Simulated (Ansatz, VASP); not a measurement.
TlSbO2: VASP beside Ansatz

POSCAR

```
TlSbO2
1.0
   -2.5167002638      2.5167002638      5.3826890301
    2.5167002638     -2.5167002638      5.3826890301
    2.5167002638      2.5167002638     -5.3826890301
Tl O Sb
2 4 2
Direct
    0.7500000000      0.2500000000      0.5000000000
    0.0000000000      0.0000000000      0.0000000000
    0.4571855237     -0.0428144763      0.5000000000
    0.7071855237      0.7071855237      0.0000000000
    0.0428144763      0.5428144763      0.5000000000
    0.2928144763      0.2928144763      0.0000000000
    0.2500000000      0.7500000000      0.5000000000
    0.5000000000      0.5000000000      0.0000000000
```

The input INCAR.step1:

```
ALGO = Normal ; EDIFF = 1E-4
ENCUT = 520 ; GGA = PE
ISMEAR = -1 ; LASPH = T
LCHARG = F ; LREAL = F
LWAVE = T ; NBANDS = 40
NELM = 100 ; PREC = Accurate
SIGMA = 0.03
```

File INCAR.step2:

```
ALGO = Normal ; BPARAM = 11.95
CPARAM = 0.0093 ; EDIFF = 1E-7
ENCUT = 520 ; ISIF = 2
ISMEAR = -1 ; ISTART = 1
IVDW_NL = 2 ; LASPH = T
LCHARG = T ; LELF = T
LMIXTAU = T ; LREAL = F
LUSE_VDW = T ; LVHAR = T
LWAVE = F ; METAGGA = R2SCAN
NBANDS = 40 ; NELM = 100
PREC = Accurate ; SIGMA = 0.03
```

The input KPOINTS:

```
k-points
0
Gamma
  8 8 8
```

Input for Ansatz:

```yaml
crystal:
  lattice:
    - [-2.5167002638, 2.5167002638, 5.3826890301]
    - [2.5167002638, -2.5167002638, 5.3826890301]
    - [2.5167002638, 2.5167002638, -5.3826890301]
  atoms:
    - { symbol: Tl, position: [0.75, 0.25, 0.5] }
    - { symbol: O, position: [0.4571855237, -0.0428144763, 0.5] }
    - { symbol: Tl, position: [0.0, 0.0, 0.0] }
    - { symbol: O, position: [0.7071855237, 0.7071855237, 0.0] }
    - { symbol: Sb, position: [0.25, 0.75, 0.5] }
    - { symbol: O, position: [0.0428144763, 0.5428144763, 0.5] }
    - { symbol: Sb, position: [0.5, 0.5, 0.0] }
    - { symbol: O, position: [0.2928144763, 0.2928144763, 0.0] }
kpoints:
  mp_grid: { grid: [8, 8, 8] }
  band_path:
    path:
      - [0.0, 0.0, 0.0]
      - [0.0, 0.0, 0.5]
      - [0.25, 0.25, 0.25]
      - [0.0, 0.5, 0.0]
      - [0.5, 0.5, -0.5]
      - [0.3046517933, 0.6953482067, -0.3046517933]
      - [-0.3046517933, 0.3046517933, 0.3046517933]
      - [-0.1093035866, 0.1093035866, 0.5]
      - [0.5, 0.5, -0.1093035866]
    npoints: 1
hamiltonian:
  xc: r2scan
  dispersion: rvv10
scf:
  occupations: { method: fermi_dirac, width: 0.03 }
  n_extra_bands: 6
output:
  forces: true
  stress: true
  eigenvalues: true
```

Alike in both runs: task single point; functional r2SCAN; dispersion rVV10; k mesh 8 × 8 × 8; occupations fermi-dirac, width 0.03 eV; no spin polarisation.

```csv
,VASP,Ansatz
version,VASP 6.6.1,Ansatz 0.2.0
potentials or method,"VASP PAW PBE potentials, release 64 (Tl_d, O, Sb)","plane waves, PAW"
plane-wave cutoff (eV),520,500
valence electrons in the cell,60,80
```

|  | VASP | Ansatz | Ansatz less VASP |
| --- | --- | --- | --- |
| pressure (GPa) | -0.1 | 0.1 | +0.16 |
| rms of the force components (eV/Å) | 0.012 | 0.009 | -0.0036 |

VASP's potentials were made for PBE, not for r2SCAN. VASP's potentials hold 60 valence electrons a cell and Ansatz's 80, so a difference there can come from the potentials and not from the codes.

Neither program's run includes spin-orbit coupling.
